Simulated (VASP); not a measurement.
# In26GaP27 (a cell with a defect) in VASP: notebook, part 2 of 2

VASP 6.6.1. The steps go on from the part before.

## Step 3: Single point, PBE

INCAR

```
PREC     = Accurate       # precision mode
ENCUT    = 520            # plane-wave cutoff, eV
EDIFF    = 1E-6           # SCF threshold, eV
ISMEAR   = 0              # smearing method
SIGMA    = 0.02           # smearing width, eV
LREAL    = Auto         
LASPH    = True           # aspherical terms in the spheres
NELM     = 100            # most SCF steps
ALGO     = Normal         # electronic algorithm
ISIF     = 2              # what is computed and relaxed
LWAVE    = False          # write WAVECAR
LCHARG   = True           # write CHGCAR
GGA      = PE             # functional
LELF     = True           # ELF
LVHAR    = True         
NBANDS   = 276            # bands
```

KPOINTS

```
regular mesh
0
Gamma
  1 1 1
```

POSCAR

```
In26GaP27
1.0
    0.0000000000      8.9396820441      8.9396820441
    8.9396820441      0.0000000000      8.9396820441
    8.9396820441      8.9396820441      0.0000000000
Ga In P
1 26 27
Direct
    0.3333333333      0.0000000000      0.0000000000
    0.3332976393     -0.0000356940      0.3309094044
    0.3332976393     -0.0000356940      0.6691619836
    0.3332976393      0.3309094044     -0.0000356940
    0.3339076117      0.3331419072      0.3331419072
    0.3332976393      0.3309094044      0.6691619836
    0.3332976393      0.6691619836     -0.0000356940
    0.3332976393      0.6691619836      0.3309094044
    0.3332676254      0.6666885693      0.6666885693
    0.6642427378     -0.0000356940     -0.0000356940
    0.6664752405      0.0005742784      0.3331419072
    0.6642427378     -0.0000356940      0.6691619836
    0.6664752405      0.3331419072      0.0005742784
    0.6664752405      0.3331419072      0.3331419072
    0.6668399181      0.3335065848      0.6664934152
    0.6642427378      0.6691619836     -0.0000356940
    0.6668399181      0.6664934152      0.3335065848
    0.6668399181      0.6664934152      0.6664934152
    0.0024953169     -0.0000356940     -0.0000356940
    0.0024953169     -0.0000356940      0.3309094044
    0.0000219026     -0.0000657079      0.6666885693
    0.0024953169      0.3309094044     -0.0000356940
   -0.0001732514      0.3335065848      0.3335065848
   -0.0001732514      0.3335065848      0.6664934152
    0.0000219026      0.6666885693     -0.0000657079
   -0.0001732514      0.6664934152      0.3335065848
    0.0000219026      0.6666885693      0.6666885693
    0.0969787595      0.0787848579      0.0787848579
    0.0832644991      0.0834714727      0.4166661958
    0.0832644991      0.0834714727      0.7499311658
    0.0832644991      0.4166661958      0.0834714727
    0.0835972870      0.4165786821      0.4165786821
    0.0832644991      0.4166661958      0.7499311658
    0.0832644991      0.7499311658      0.0834714727
    0.0832644991      0.7499311658      0.4166661958
    0.0833333333      0.7500000000      0.7500000000
    0.4121181913      0.0787848579      0.0787848579
    0.4162618186      0.0829284853      0.4170715147
    0.4121181913      0.0787848579      0.7636454262
    0.4162618186      0.4170715147      0.0829284853
    0.4162618186      0.4170715147      0.4170715147
    0.4168048060      0.4166661958      0.7499311658
    0.4121181913      0.7636454262      0.0787848579
    0.4168048060      0.7499311658      0.4166661958
    0.4168048060      0.7499311658      0.7499311658
    0.7504048481      0.0829284853      0.0829284853
    0.7504048481      0.0829284853      0.4170715147
    0.7499995291      0.0834714727      0.7499311658
    0.7504048481      0.4170715147      0.0829284853
    0.7499120155      0.4165786821      0.4165786821
    0.7499120155      0.4165786821      0.7502639536
    0.7499995291      0.7499311658      0.0834714727
    0.7499120155      0.7502639536      0.4165786821
    0.7499995291      0.7499311658      0.7499311658
```

Potentials or basis: VASP PAW PBE potentials, release 64 (Ga_d, In_d, P).

On the command line:

```console
$ cat potpaw_PBE.64/Ga_d/POTCAR potpaw_PBE.64/In_d/POTCAR potpaw_PBE.64/P/POTCAR > POTCAR
$ mpirun -np 1 vasp_gam > vasp.out
```

OUTCAR:

```text
PREC = Accurate
   ENCUT = 520
   EDIFF = 1E-6
   ISMEAR = 0
   LREAL = Auto
   LASPH = True
   NELM = 100
   ISIF = 2
   GGA = PE

 ion  position               nearest neighbor table
   1  0.333  0.000  0.000-  28 2.44  37 2.44  39 2.44  43 2.44
   2  0.333  1.000  0.331-  29 2.58  44 2.58  38 2.60  37 2.61
   3  0.333  1.000  0.669-  45 2.58  30 2.58  38 2.60  39 2.61
   4  0.333  0.331  1.000-  31 2.58  42 2.58  40 2.60  37 2.61
   5  0.334  0.333  0.333-  41 2.58  40 2.58  38 2.58  32 2.58
   6  0.333  0.331  0.669-  33 2.58  42 2.58  41 2.60  39 2.61
[... 46 lines left out ...]
  53  0.750  0.750  0.417-  17 2.58  18 2.58  26 2.58  11 2.58
[... 540 lines left out ...]
  Total        0.8183872      0.8183872      0.8183872      0.0000000     -0.0000000      0.0000000
  in kB        0.9176418      0.9176418      0.9176418      0.0000000     -0.0000000      0.0000000
  external PRESSURE =       0.9176418 kB  Pullay stress =       0.0000000 kB

 VOLUME and BASIS-vectors are now :
 -----------------------------------------------------------------------------
  energy-cutoff  :      520.00
  volume of cell :     1428.88
      direct lattice vectors                 reciprocal lattice vectors
     0.000000000  8.939682044  8.939682044    -0.055930401  0.055930401  0.055930401
     8.939682044  0.000000000  8.939682044     0.055930401 -0.055930401  0.055930401
     8.939682044  8.939682044  0.000000000     0.055930401  0.055930401 -0.055930401

 POSITION                                       TOTAL-FORCE (eV/Angst)
 -----------------------------------------------------------------------------------
      0.00000      2.97989      2.97989         0.000000      0.000000      0.000000
     11.89759      5.93780     11.91894         0.000796      0.000796      0.000686
     14.92146      8.96167     11.91894        -0.000796     -0.000796      0.000686
     11.89759     11.91894      5.93780         0.000796      0.000686      0.000796
      5.95637      5.96321      5.96321         0.003647     -0.003647     -0.003647
      8.94032      8.96167      5.93780        -0.000686     -0.000796      0.000796
[... 46 lines left out ...]
     10.43120     10.42806     13.41110         0.001294     -0.001294      0.001294
     13.40829     13.40890     13.40890        -0.001209     -0.002795     -0.002795
 -----------------------------------------------------------------------------------
    total drift:                               -0.000002     -0.000006     -0.000007

  FREE ENERGIE OF THE ION-ELECTRON SYSTEM (eV)
  ---------------------------------------------------
  free  energy   TOTEN  =      -217.1326623895 eV

  energy  without entropy=     -217.1326623895  energy(sigma->0) =     -217.13266239
```

OSZICAR:

```text
N       E                     dE             d eps       ncg     rms          rms(c)
DAV:   1     0.796061661723E+04    0.79606E+04   -0.21995E+05   576   0.228E+03
DAV:   2     0.170967564274E+04   -0.62509E+04   -0.61530E+04   552   0.680E+02
DAV:   3     0.308523622378E+02   -0.16788E+04   -0.16060E+04   608   0.285E+02
DAV:   4    -0.215163141706E+03   -0.24602E+03   -0.23815E+03   680   0.107E+02
DAV:   5    -0.229633506975E+03   -0.14470E+02   -0.14304E+02   704   0.237E+01    0.368E+01
DAV:   6    -0.217737878635E+03    0.11896E+02   -0.31406E+01   720   0.199E+01    0.152E+01
DAV:   7    -0.217034052193E+03    0.70383E+00   -0.12498E+01   788   0.609E+00    0.680E+00
DAV:   8    -0.217124248991E+03   -0.90197E-01   -0.16418E+00   720   0.484E+00    0.300E+00
DAV:   9    -0.217138732959E+03   -0.14484E-01   -0.10455E-01   732   0.133E+00    0.172E+00
DAV:  10    -0.217129327033E+03    0.94059E-02   -0.59897E-02   728   0.914E-01    0.904E-01
DAV:  11    -0.217132029869E+03   -0.27028E-02   -0.17234E-02   720   0.427E-01    0.431E-01
DAV:  12    -0.217132485301E+03   -0.45543E-03   -0.12982E-03   832   0.125E-01    0.269E-01
DAV:  13    -0.217132621807E+03   -0.13651E-03   -0.34245E-04   684   0.925E-02    0.699E-02
DAV:  14    -0.217132656591E+03   -0.34785E-04   -0.91162E-05   584   0.252E-02    0.204E-02
DAV:  15    -0.217132658578E+03   -0.19867E-05   -0.13429E-05   736   0.111E-02    0.120E-02
DAV:  16    -0.217132660011E+03   -0.14326E-05   -0.56326E-06   452   0.908E-03    0.621E-03
DAV:  17    -0.217132661736E+03   -0.17257E-05   -0.32852E-06   376   0.576E-03    0.654E-03
DAV:  18    -0.217132662390E+03   -0.65329E-06   -0.91424E-07   316   0.413E-03
   1 F= -.21713266E+03 E0= -.21713266E+03  d E =-.324581E-11
```

stdout:

```text
POSCAR found type information on POSCAR GaInP
 POSCAR found :  3 types and      54 ions
 scaLAPACK will be used
 LDA part: xc-table for (Slater+PW92), standard interpolation
 POSCAR, INCAR and KPOINTS ok, starting setup
 FFT: planning ... GRIDC
 FFT: planning ... GRID_SOFT
 FFT: planning ... GRID
 WAVECAR not read
 entering main loop
```

It took 18 min on 1 thread of AMD EPYC 7R43 (Zen 3), shared host; peak memory 1.6 GiB.

What came out:

* Free energy: -217.1327 eV
* Pressure: 0.1 GPa
* Largest force: 0.024 eV/Å
* Band gap on the k mesh: 0.37 eV

Forces on the atoms (eV/Å):
```
Ga   0.000  0.000  0.000
In   0.001  0.001  0.001
In  -0.001 -0.001  0.001
In   0.001  0.001  0.001
In   0.004 -0.004 -0.004
In  -0.001 -0.001  0.001
In  -0.001  0.001 -0.001
In  -0.001  0.001 -0.001
In   0.014 -0.014 -0.014
In   0.001  0.001  0.001
In  -0.004  0.004 -0.004
In  -0.001 -0.001  0.001
In  -0.004 -0.004  0.004
In   0.004  0.004  0.004
In   0.000  0.000  0.014
In  -0.001  0.001 -0.001
In   0.000  0.014  0.000
In  -0.014  0.000  0.000
In   0.001 -0.001 -0.001
In   0.001 -0.001 -0.001
In  -0.014  0.014 -0.014
In   0.001 -0.001 -0.001
In   0.014  0.000  0.000
In   0.000 -0.014  0.000
In  -0.014 -0.014  0.014
In   0.000  0.000 -0.014
In   0.014  0.014  0.014
P   -0.004  0.004  0.004
P    0.001 -0.003  0.003
P    0.003 -0.001  0.003
P    0.001  0.003 -0.003
P   -0.001  0.001  0.001
P   -0.003 -0.001 -0.003
P    0.003  0.003 -0.001
P   -0.003 -0.003 -0.001
P    0.000  0.000  0.000
P   -0.004 -0.004 -0.004
P    0.000  0.000 -0.004
P    0.004  0.004 -0.004
P    0.000 -0.004  0.000
P    0.004  0.000  0.000
P   -0.003  0.003  0.001
P    0.004 -0.004  0.004
P   -0.003  0.001  0.003
P   -0.001  0.003  0.003
P   -0.004  0.000  0.000
P    0.000  0.004  0.000
P    0.003 -0.003  0.001
P    0.000  0.000  0.004
P   -0.001 -0.001 -0.001
P    0.001  0.001 -0.001
P    0.003  0.001 -0.003
P    0.001 -0.001  0.001
P   -0.001 -0.003 -0.003
```

Levels at points of the mesh, in eV from the valence-band top:
| k point | band 241 | band 242 | band 243 | band 244 | band 245 | band 246 |
| --- | --- | --- | --- | --- | --- | --- |
| (0.00, 0.00, 0.00) | 0.00 | 0.00 | 0.00 | 0.37 | 1.31 | 1.42 |

Caveat: the k points lie up to 0.61 Å⁻¹ apart; spin-orbit coupling is left out, which moves the levels of the heavy elements.
